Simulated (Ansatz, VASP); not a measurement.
Si: VASP beside Ansatz

INCAR

```
  PREC = Accurate
  ENCUT = 600
  EDIFF = 1E-6
  ISMEAR = 0
  SIGMA = 0.1
  LREAL = False
  LASPH = True
  NELM = 80
  ALGO = Normal
  ISIF = 3
  LWAVE = False
  LCHARG = False
  GGA = PE
  IVDW = 12
  IBRION = 2
  NSW = 80
  EDIFFG = -0.05
```

File KPOINTS:

```
Automatic mesh
0
Gamma
  6 6 1
```

Contents of POSCAR:

```
Si
1.0
    3.1277939922      0.0000000000      0.0000000000
   -1.5638969961      2.7087490551      0.0000000000
    0.0000000000      0.0000000000     30.3512672586
Si
4
Direct
    0.0000000000      0.0000000000      0.5711557781
    0.0000000000      0.0000000000      0.4288442219
    0.3333333333      0.6666666667      0.4288237727
    0.6666666667      0.3333333333      0.5711762273
```

Input for Ansatz:

```yaml
crystal:
  lattice:
    - [3.1277939922, 0.0, 0.0]
    - [-1.5638969961, 2.7087490551, 0.0]
    - [0.0, 0.0, 30.3512672586]
  atoms:
    - { symbol: Si, position: [0.0, 0.0, 0.5711557781] }
    - { symbol: Si, position: [0.0, 0.0, 0.4288442219] }
    - { symbol: Si, position: [0.3333333333, 0.6666666667, 0.4288237727] }
    - { symbol: Si, position: [0.6666666667, 0.3333333333, 0.5711762273] }
basis:
  ecutwfc: 420
kpoints:
  mp_grid: { grid: [6, 6, 1] }
hamiltonian:
  xc: pbe
  dispersion: d3bj
scf:
  occupations: { method: gaussian, width: 0.1 }
output:
  forces: true
  stress: true
  eigenvalues: true
relax:
  adjacent_minimum: "off"
  f_tol: 0.05
  max_steps: 60
  cell: { stress_tol: 0.5 }
```

Alike in both runs: task relaxation of cell and atoms; functional PBE; dispersion D3(BJ); k mesh 6 × 6 × 1; occupations gaussian, width 0.1 eV; no spin polarisation.

|  | VASP | Ansatz |
| --- | --- | --- |
| version | VASP 6.6.1 | Ansatz 0.2.0 |
| potentials or method | VASP PAW PBE potentials, release 64 (Si), cutoff 600 eV | scalar-relativistic, plane waves, PAW |
| valence electrons in the cell | 16 | 16 |

Ansatz gave:

- gap on the k mesh at the Fermi level, each at its own relaxed structure (eV): none
- relaxed volume (Å³/atom): 88.58
- relaxed cell length with the largest relative difference (Å): 28.088

Problem. Estimate VASP's values.

Solution. gap on the k mesh at the Fermi level, each at its own relaxed structure (eV): none; relaxed volume (Å³/atom): 74.76; relaxed cell length with the largest relative difference (Å): 23.515.

A gap of «none» marks a metal or a gap that the smearing closes. One of these differences is far larger than is usual between the two programs; its cause wasn't traced.

The k mesh is coarse, so the values compare programs but aren't converged. Noted on VASP's run: the volume moved by over 15 % at a fixed basis, so the end points are rough.
